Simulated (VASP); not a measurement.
Write the native input for VASP 6.6.1 that does the following.

```
Task                   : single point
Functional             : LDA
Potentials or basis    : VASP PAW LDA potentials, release 64 (Hf_pv, B)
Cutoff                 : 520 eV
k mesh                 : 10 × 10 × 10
Occupations            : fermi-dirac, width 0.05 eV
Spin                   : no spin polarisation
Dipole correction      : no
Further INCAR settings : ALGO = Normal; EDIFF = 1e-06; NBANDS = 14
```

The structure of HfB lies in POSCAR:

```
HfB
1.0
    0.0000000000      2.3553056198      2.3553056198
    2.3553056198      0.0000000000      2.3553056198
    2.3553056198      2.3553056198      0.0000000000
Hf B
1 1
Direct
    0.5000000000      0.5000000000      0.5000000000
    0.0000000000      0.0000000000      0.0000000000
```

This cell differs from its parent crystal: volume scaled by 1.06.

The input as run:

INCAR

```
SYSTEM = HfB
PREC = Accurate
ENCUT = 520
EDIFF = 1E-6
ISMEAR = -1
SIGMA = 0.05
LREAL = .FALSE.
LASPH = .TRUE.
NELM = 80
ALGO = Normal
ISIF = 2
LWAVE = .FALSE.
LCHARG = .TRUE.
LELF = .TRUE.
LVHAR = .TRUE.
NBANDS = 14
```

KPOINTS

```
Automatic mesh
0
G
  10 10 10
  0 0 0
```

Potentials or basis: VASP PAW LDA potentials, release 64 (Hf_pv, B).

Run with:

```sh
$ cat potpaw_LDA.64/Hf_pv/POTCAR potpaw_LDA.64/B/POTCAR > POTCAR
$ mpirun -np 1 vasp_std > vasp.out
```

It gave:

```
Pressure : 5.8 GPa
```

Wall time 13 s on 1 thread of Intel Xeon 6975P-C, on a shared host, peak memory 0.15 GiB.
